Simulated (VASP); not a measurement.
# Lu (Im-3m) in VASP: a series of runs, part 2 of 2

VASP 6.6.1. Earlier steps stand in the parts before.

**4. Relaxation of cell and atoms, LDA, target pressure 250 GPa, at which the enthalpy is minimised**

Input file INCAR:

```
ALGO = Normal
EDIFF = 1E-7
EDIFFG = -0.005
ENCUT = 600
GGA = CA
IBRION = 2
ISIF = 3
ISMEAR = -1
LASPH = True
LCHARG = False
LREAL = False
LWAVE = False
NELM = 80
NSW = 32
PREC = Accurate
PSTRESS = 2500.0
SIGMA = 0.08
```

Input file KPOINTS:

```
k-points
0
Gamma
  19 19 19
```

Input file POSCAR:

```
Lu
1.0
   -1.3724172641      1.3724172641      1.3724172641
    1.3724172641     -1.3724172641      1.3724172641
    1.3724172641      1.3724172641     -1.3724172641
Lu
1
Direct
    0.0000000000      0.0000000000      0.0000000000
```

Potentials or basis: VASP PAW PBE potentials, release 64 (Lu).

Started as:

```console
> cat potpaw_PBE.64/Lu/POTCAR > POTCAR
> mpirun -np 1 vasp_std > vasp.out
```

OUTCAR:

```text
EDIFF = 1E-7
   EDIFFG = -0.005
   ENCUT = 600
   GGA = CA
   IBRION = 2
   ISIF = 3
   ISMEAR = -1
   LASPH = True
   LREAL = False
   NELM = 80
   NSW = 32
   PREC = Accurate
   PSTRESS = 2500.0

 ion  position               nearest neighbor table
   1  0.000  0.000  0.000-

  LATTYP: Found a body centered cubic cell.
 ALAT       =     2.7448345282

  Lattice vectors:

 A1 = (  -1.3724172641,   1.3724172641,   1.3724172641)
 A2 = (   1.3724172641,  -1.3724172641,   1.3724172641)
 A3 = (   1.3724172641,   1.3724172641,  -1.3724172641)

Analysis of symmetry for initial positions (statically):
=====================================================================
 Subroutine PRICEL returns:
 Original cell was already a primitive cell.

 Routine SETGRP: Setting up the symmetry group for a
 body centered cubic supercell.

 Subroutine GETGRP returns: Found 48 space group operations
 (whereof 48 operations were pure point group operations)
 out of a pool of 48 trial point group operations.

The static configuration has the point symmetry O_h .

Analysis of symmetry for dynamics (positions and initial velocities):
=====================================================================
 Subroutine PRICEL returns:
 Original cell was already a primitive cell.

 Routine SETGRP: Setting up the symmetry group for a
 body centered cubic supercell.

 Subroutine GETGRP returns: Found 48 space group operations
 (whereof 48 operations were pure point group operations)
 out of a pool of 48 trial point group operations.

The dynamic configuration has the point symmetry O_h .

 Subroutine INISYM returns: Found 48 space group operations
 (whereof 48 operations are pure point group operations),
 and found     1 'primitive' translations

----------------------------------------------------------------------------------------

                                     Primitive cell

  volume of cell :      10.3400

  direct lattice vectors                    reciprocal lattice vectors
    -1.372417264  1.372417264  1.372417264     0.000000000  0.364320687  0.364320687
     1.372417264 -1.372417264  1.372417264     0.364320687  0.000000000  0.364320687
     1.372417264  1.372417264 -1.372417264     0.364320687  0.364320687  0.000000000

  length of vectors
     2.377096431  2.377096431  2.377096431     0.515227256  0.515227256  0.515227256

  position of ions in fractional coordinates (direct lattice)
     0.000000000  0.000000000  0.000000000

  ion indices of the primitive-cell ions
   primitive index   ion index
                 1           1

----------------------------------------------------------------------------------------

 KPOINTS: k-points

Automatic generation of k-mesh.
 Grid dimensions read from file:
 generate k-points for:   19   19   19

 Generating k-lattice:

  Cartesian coordinates                     Fractional coordinates (reciprocal lattice)
     0.000000000  0.019174773  0.019174773     0.052631579  0.000000000  0.000000000
     0.019174773  0.000000000  0.019174773     0.000000000  0.052631579  0.000000000
     0.019174773  0.019174773  0.000000000     0.000000000  0.000000000  0.052631579

  Length of vectors
     0.027117224  0.027117224  0.027117224

  Shift w.r.t. Gamma in fractional coordinates (k-lattice)
     0.000000000  0.000000000  0.000000000

 Subroutine IBZKPT returns following result:
 ===========================================

 Found    220 irreducible k-points:

 Following reciprocal coordinates:
            Coordinates               Weight
  0.000000  0.000000  0.000000      1.000000
  0.052632  0.000000  0.000000     12.000000
  0.105263  0.000000  0.000000     12.000000
  0.157895  0.000000  0.000000     12.000000
  0.210526  0.000000  0.000000     12.000000
  0.263158  0.000000  0.000000     12.000000
[... 16 lines left out ...]
  0.263158  0.105263  0.000000     48.000000
  0.315789  0.105263 -0.000000     48.000000
 [... further k-points ...]
   k-points           NKPTS =    220   k-points in BZ     NKDIM =    220   number of bands    NBANDS=     16
   number of dos      NEDOS =    301   number of ions     NIONS =      1
   total plane-waves  NPLWV =   8000
   dimension x,y,z NGX =    20 NGY =   20 NGZ =   20
   dimension x,y,z NGXF=    40 NGYF=   40 NGZF=   40
   ions per type =               1
   NGX,Y,Z   is equivalent  to a cutoff of  13.99, 13.99, 13.99 a.u.
   NGXF,Y,Z  is equivalent  to a cutoff of  27.97, 27.97, 27.97 a.u.
 SYSTEM =  unknown system
   PREC   = accura    normal or accurate (medium, high low for compatibility)
   ISTART =      0    job   : 0-new  1-cont  2-samecut
   ICHARG =      2    charge: 1-file 2-atom 10-const
   ISPIN  =      1    spin polarized calculation?
   LNONCOLLINEAR =      F non collinear calculations
   LSORBIT =      F    spin-orbit coupling
   LASPH  =      T    aspherical Exc in radial PAW
   ENCUT  =  600.0 eV  44.10 Ry    6.64 a.u.   4.75  4.75  4.75*2*pi/ulx,y,z
   NELM   =     80;   NELMIN=  2; NELMDL= -5     # of ELM steps
   EDIFF  = 0.1E-06   stopping-criterion for ELM
   LREAL  =      F    real-space projection
   EDIFFG = -.5E-02   stopping-criterion for IOM
   NSW    =     32    number of steps for IOM
   IBRION =      2    ionic relax: 0-MD 1-quasi-New 2-CG
   NFREE  =      1    steps in history (QN), initial steepest desc. (CG)
   ISIF   =      3    stress and relaxation
   ISYM   =      2    0-nonsym 1-usesym 2-fastsym
   POTIM  = 0.5000    time-step for ionic-motion
   TEBEG  =    0.0;   TEEND  =   0.0 temperature during run
   PSTRESS= 2500.0 pullay stress
   NELECT =      25.0000    total number of electrons
   NUPDOWN=      -1.0000    fix difference up-down
   EMIN   =  10.00;   EMAX   =-10.00  energy-range for DOS
   EFERMI =   0.00;   METHOD = LEGACY
   ISMEAR =    -1;   SIGMA  =   0.08  broadening in eV -4-tet -1-fermi 0-gaus
   EFERMI_NEDOS =   21; number of points for ismear=-14 and -15
   IALGO  =     38    algorithm
   IMIX   =      4    mixing-type and parameters
     AMIX     =   0.40;   BMIX     =  1.00
     AMIX_MAG =   1.60;   BMIX_MAG =  1.00
  volume/ion in A,a.u.               =      10.34        69.78
  Fermi-wavevector in a.u.,A,eV,Ry     =   2.197263  4.152225 65.688434  4.827964
  Thomas-Fermi vector in A             =   3.160785
   LORBIT       =      0    0 simple, 1 ext, 2 COOP (PROOUT), +10 PAW based schemes
   GGA     = CA    functional components
   LHFCALC =     F    Hartree Fock is set to
   AEXX    =    0.0000 exact exchange contribution
   IVDW    =     0    specifies the selected vdW correction
   LEPSILON=     F    determine dielectric tensor
   LRPA    =     F    only Hartree local field effects (RPA)
 conjugate gradient relaxation of ions
 non-spin polarized calculation
  energy-cutoff  :      600.00
  volume of cell :       10.34
 maximum number of plane-waves:       370
   NGX =  9   NGY =  9   NGZ =  9

--------------------------------------- Ionic step        1  -------------------------------------------

 number of electron      24.9999998 magnetization

 Free energy of the ion-electron system (eV)
  ---------------------------------------------------
  ext. energy  EPLUGINS =         0.00000000
  ---------------------------------------------------
  free energy    TOTEN  =         0.83910220 eV

  energy without entropy =        0.86103754  energy(sigma->0) =        0.85006987

------------------------ aborting loop because EDIFF is reached ----------------------------------------

  FORCE on cell =-STRESS in cart. coord.  units (eV):
  Direction    XX          YY          ZZ          XY          YZ          ZX
  --------------------------------------------------------------------------------------
  -------------------------------------------------------------------------------------
  Total       16.9392654     16.9392654     16.9392654      0.0000000      0.0000000     -0.0000000
  in kB     2624.7421463   2624.7421463   2624.7421463      0.0000000      0.0000000     -0.0000000
  external PRESSURE =     124.7421463 kB  Pullay stress =    2500.0000000 kB
[... 283 lines left out ...]
--------------------------------------- Ionic step        9  -------------------------------------------

 number of electron      24.9999994 magnetization

 Free energy of the ion-electron system (eV)
  ---------------------------------------------------
  ext. energy  EPLUGINS =         0.00000000
  ---------------------------------------------------
  free energy    TOTEN  =         0.59924191 eV

  energy without entropy =        0.62145654  energy(sigma->0) =        0.61034923

 E-fermi :   6.8952     XC(G=0): -17.4777

 val. band max:        6.8649680507   @ k =   0.2105   0.1579   0.0526
 cond. band min:       6.9260949467   @ k =  -0.4211   0.4737   0.1053
 fundamental gap:      0.0611268959
 Fermi energy:         6.8952393346

 k-point     1 :       0.0000    0.0000    0.0000
  band No.  band energies     occupation
      1     -50.1127      2.00000
      2     -16.3585      2.00000
      3     -16.3585      2.00000
      4     -16.3585      2.00000
      5       1.1949      2.00000
      6       1.1949      2.00000
[... 433 lines left out ...]
      3     -18.7355      2.00000
      4     -16.9489      2.00000
      5       1.3328      2.00000
      6       1.3935      2.00000
[... 8 lines left out ...]
     15      16.1589      0.00000
     16      18.3730      0.00000

 [... further k-points ...]

------------------------ aborting loop because EDIFF is reached ----------------------------------------

  FORCE on cell =-STRESS in cart. coord.  units (eV):
  Direction    XX          YY          ZZ          XY          YZ          ZX
  --------------------------------------------------------------------------------------
  -------------------------------------------------------------------------------------
  Total       16.3692727     16.3692727     16.3692727     -0.0000000     -0.0000000      0.0000000
  in kB     2500.1412896   2500.1412896   2500.1412896     -0.0000000     -0.0000000      0.0000000
  external PRESSURE =       0.1412896 kB  Pullay stress =    2500.0000000 kB
[... 20 lines left out ...]
  energy  without entropy=        0.6214565391  energy(sigma->0) =        0.61034923

  enthalpy is  TOTEN    =        16.9675895010 eV   P V=       16.3683475893

 reached required accuracy - stopping structural energy minimisation
```

Run time: 3.1 min. Hardware: 1 thread of Intel Xeon Platinum 8488C (Sapphire Rapids), shared host; peak memory 0.19 GiB.

Results:

```
Free energy                                            : 0.5992 eV
Relaxed volume                                         : 10.49 Å³/atom
Relaxed cell                                           : a = 2.389 Å, b = 2.389 Å, c = 2.389 Å, α = 109.47°, β = 109.47°, γ = 109.47°
Space group after relaxing (to 0.05 Å)                 : Im-3m (No. 229)
Energy change on relaxing (the enthalpy is what falls) : -239.9 meV/atom
Ionic steps                                            : 9
Pressure after relaxing                                : 250.0 GPa
```

Step by step:
```
step  energy change (eV)  largest force (eV/Å)  pressure (GPa)  volume (Å³)
   1              0.0000                0.0000          262.47        10.34
   2             -1.7004                0.0000          179.99        11.59
   3             -0.2550                0.0000          249.41        10.50
   4             -0.2436                0.0000          249.72        10.49
   5             -0.2337                0.0000          250.24        10.49
   6             -0.2383                0.0000          250.33        10.49
   7             -0.2394                0.0000          250.08        10.49
   8             -0.2398                0.0000          250.14        10.49
   9             -0.2399                0.0000          250.01        10.49
```

Final structure:
```yaml
crystal:
  lattice:
    - [-1.37902, 1.37902, 1.37902]
    - [1.37902, -1.37902, 1.37902]
    - [1.37902, 1.37902, -1.37902]
  atoms:
    - { symbol: Lu, position: [0.00000, 0.00000, 0.00000] }
```

Caveat: the cell is relaxed towards a set pressure, so the enthalpy falls and the energy may rise; the PAW data sets were made with another functional, which shifts forces and pressure a little; spin-orbit coupling is left out, which moves the levels of the heavy elements.

**5. Relaxation of cell and atoms, LDA, target pressure 250 GPa, at which the enthalpy is minimised**

This run uses another cell than the first one, of 10.53 Å³/atom, 1.019 times its volume.

Input file INCAR:

```
SYSTEM = Lu
PREC = Accurate
ENCUT = 600
EDIFF = 1E-6
ISMEAR = -1
SIGMA = 0.08
LREAL = .FALSE.
LASPH = .TRUE.
NELM = 80
ALGO = Normal
ISIF = 3
LWAVE = .FALSE.
LCHARG = .FALSE.
GGA = CA
IBRION = 2
NSW = 60
EDIFFG = -0.005
PSTRESS = 2500.0
```

Input file KPOINTS:

```
regular mesh
0
G
  19 19 19
  0 0 0
```

Input file POSCAR:

```
Lu
1.0
   -1.3808658480      1.3808658480      1.3808658480
    1.3808658480     -1.3808658480      1.3808658480
    1.3808658480      1.3808658480     -1.3808658480
Lu
1
Direct
    0.0000000000      0.0000000000      0.0000000000
```

Potentials or basis: VASP PAW PBE potentials, release 64 (Lu).

Started as:

```console
> cat potpaw_PBE.64/Lu/POTCAR > POTCAR
> mpirun -np 1 vasp_std > vasp.out
```

OUTCAR:

```text
SYSTEM = Lu
   PREC = Accurate
   ENCUT = 600
   EDIFF = 1E-6
   ISMEAR = -1
   LREAL = .FALSE.
   LASPH = .TRUE.
   NELM = 80
   ISIF = 3
   GGA = CA
   IBRION = 2
   NSW = 60
   EDIFFG = -0.005
   PSTRESS = 2500.0

 ion  position               nearest neighbor table
   1  0.000  0.000  0.000-

  LATTYP: Found a body centered cubic cell.
 ALAT       =     2.7617316960

  Lattice vectors:

 A1 = (  -1.3808658480,   1.3808658480,   1.3808658480)
 A2 = (   1.3808658480,  -1.3808658480,   1.3808658480)
 A3 = (   1.3808658480,   1.3808658480,  -1.3808658480)

Analysis of symmetry for initial positions (statically):
=====================================================================
 Subroutine PRICEL returns:
 Original cell was already a primitive cell.

[... 360 lines left out ...]
  free energy    TOTEN  =         0.59364850 eV

  energy without entropy =        0.61587053  energy(sigma->0) =        0.60475952

 E-fermi :   6.8930     XC(G=0): -17.4751

 val. band max:        6.8628419867   @ k =   0.2105   0.1579   0.0526
 cond. band min:       6.9246031926   @ k =  -0.4211   0.4737   0.1053
 fundamental gap:      0.0617612058
 Fermi energy:         6.8930449194

 k-point     1 :       0.0000    0.0000    0.0000
  band No.  band energies     occupation
      1     -50.1121      2.00000
      2     -16.3619      2.00000
      3     -16.3619      2.00000
      4     -16.3619      2.00000
      5       1.1939      2.00000
      6       1.1939      2.00000
[... 433 lines left out ...]
      3     -18.7371      2.00000
      4     -16.9518      2.00000
      5       1.3317      2.00000
      6       1.3925      2.00000
[... 8 lines left out ...]
     15      16.1537      0.00000
     16      18.3679      0.00000

 [... further k-points ...]

------------------------ aborting loop because EDIFF is reached ----------------------------------------

  FORCE on cell =-STRESS in cart. coord.  units (eV):
  Direction    XX          YY          ZZ          XY          YZ          ZX
  --------------------------------------------------------------------------------------
  -------------------------------------------------------------------------------------
  Total       16.3734312     16.3734312     16.3734312      0.0000000      0.0000000     -0.0000000
  in kB     2499.9325032   2499.9325032   2499.9325032      0.0000000      0.0000000     -0.0000000
  external PRESSURE =      -0.0674968 kB  Pullay stress =    2500.0000000 kB
[... 20 lines left out ...]
  energy  without entropy=        0.6158705312  energy(sigma->0) =        0.60475952

  enthalpy is  TOTEN    =        16.9675218118 eV   P V=       16.3738733070

 reached required accuracy - stopping structural energy minimisation
```

OSZICAR:

```text
N       E                     dE             d eps       ncg     rms          rms(c)
DAV:   1     0.581832570218E+02    0.58183E+02   -0.10945E+04  8624   0.572E+03
DAV:   2     0.255718019919E+01   -0.55626E+02   -0.54407E+02  7424   0.349E+02
DAV:   3    -0.203000675283E+00   -0.27602E+01   -0.27383E+01  7952   0.654E+01
DAV:   4    -0.290664174800E+00   -0.87663E-01   -0.87595E-01  9248   0.933E+00
[... 171 lines left out ...]
DAV:   2     0.593548620905E+00    0.12131E-05   -0.25542E-06  4776   0.526E-02    0.450E-03
DAV:   3     0.593548808502E+00    0.18760E-06   -0.15382E-06  6504   0.167E-02
  21 F= 0.16967522E+02 E0= 0.16978633E+02  d E =0.519061E-06
       N       E                     dE             d eps       ncg     rms          rms(c)
DAV:   1     0.593648481242E+00    0.99860E-04   -0.76534E-07  4352   0.135E-02    0.219E-03
DAV:   2     0.593648504770E+00    0.23529E-07   -0.18990E-07  3520   0.118E-02
  22 F= 0.16967522E+02 E0= 0.16978633E+02  d E =0.343878E-06
```

Wall time 6 min (1 thread of Intel Xeon Platinum 8488C (Sapphire Rapids), shared host); peak memory 0.19 GiB.

Results:

| Quantity | Value |
| --- | --- |
| Free energy | 0.5936 eV |
| Relaxed volume | 10.49 Å³/atom |
| Relaxed cell | a = 2.389 Å, b = 2.389 Å, c = 2.389 Å, α = 109.47°, β = 109.47°, γ = 109.47° |
| Space group after relaxing (to 0.05 Å) | Im-3m (No. 229) |
| Energy change on relaxing (the enthalpy is what falls) | +59.7 meV/atom |
| Ionic steps | 22 |
| Pressure after relaxing | 250.0 GPa |

Step by step:
```tsv
step	energy change (eV)	largest force (eV/Å)	pressure (GPa)	volume (Å³)
1	0.0000	0.0000	244.14	10.53
2	0.9759	0.0000	298.03	9.96
3	0.0930	0.0000	251.46	10.47
4	0.0744	0.0000	250.61	10.48
5	0.0625	0.0000	250.49	10.49
6	0.0312	0.0000	248.49	10.51
7	0.0547	0.0000	249.28	10.50
8	0.0593	0.0000	249.52	10.49
9	0.0609	0.0000	249.13	10.49
10	0.0772	0.0000	249.73	10.48
11	0.0846	0.0000	250.62	10.48
12	0.0795	0.0000	250.93	10.48
13	0.0777	0.0000	251.23	10.48
14	0.0760	0.0000	251.12	10.48
15	0.0708	0.0000	250.49	10.49
16	0.0605	0.0000	250.30	10.49
17	0.0399	0.0000	248.87	10.51
18	0.0561	0.0000	248.69	10.50
19	0.0597	0.0000	249.57	10.49
20	0.0601	0.0000	250.40	10.49
21	0.0596	0.0000	249.90	10.49
22	0.0597	0.0000	249.99	10.49
```

Final structure:
```
CELL_PARAMETERS angstrom
-1.37918 1.37918 1.37918
1.37918 -1.37918 1.37918
1.37918 1.37918 -1.37918
ATOMIC_POSITIONS crystal
Lu 0.00000 0.00000 0.00000
```

Caveat: the cell is relaxed towards a set pressure, so the enthalpy falls and the energy may rise; the PAW data sets were made with another functional, which shifts forces and pressure a little; spin-orbit coupling is left out, which moves the levels of the heavy elements.

**6. Overview**

| task | cell | cutoff (eV) | gap on the mesh (eV) | pressure (GPa) |
| --- | --- | --- | --- | --- |
| single point | a = 2.377 Å, angles 109.5°, 1 atom | 520 | none | 262.4 |
| single point | a = 2.378 Å, angles 109.5°, 1 atom | 520 | none | 261.4 |
| relaxation of cell and atoms | relaxed to 250 GPa from a = 2.377 Å, angles 109.5°, 1 atom | 600 | none | 250.0 |
| relaxation of cell and atoms | relaxed to 250 GPa from a = 2.392 Å, angles 109.5°, 1 atom | 600 | none | 250.0 |

Alike in all rows: level LDA; potentials or basis VASP PAW PBE potentials, release 64 (Lu); no spin polarisation; k mesh 19 × 19 × 19; smearing fermi-dirac 0.08 eV.

Caveats: the PAW data sets were made with another functional, which shifts forces and pressure a little; spin-orbit coupling is left out, which moves the levels of the heavy elements; the cell is relaxed towards a set pressure, so the enthalpy falls and the energy may rise (some runs).

Total energies depend on the potentials used, so only differences within one code and one set of settings carry meaning.
